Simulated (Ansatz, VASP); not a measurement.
One calculation of K, two programs

```
K
1.0
    -2.19329    2.19329    7.99187
     2.19329   -2.19329    7.99187
     2.19329    2.19329   -7.99187
K
2
Direct
  0.50000 0.50000 0.00000
  0.25000 0.75000 0.50000
```

Alike in both runs: task single point; functional PBE; k mesh 9 × 9 × 9; occupations fermi-dirac, width 0.05 eV; no spin polarisation.

```csv
,VASP,Ansatz
version,VASP 6.6.1,Ansatz 0.2.0
potentials or method,"VASP PAW PBE potentials, release 64 (K_sv)",Ansatz PAW
plane-wave cutoff (eV),520,420
valence electrons in the cell,18,18
```

```tsv
	VASP	Ansatz	Ansatz less VASP
gap on the k mesh at the Fermi level (eV)	none	none	-
pressure (GPa)	0.0	0.0	+0.01
traceless stress, the component that is largest in VASP (GPa)	-0.05	-0.05	0.000
```

A gap of «none» marks a metal or a gap that the smearing closes. The functional is the same, so the differences come from potentials, cutoffs and numerics.
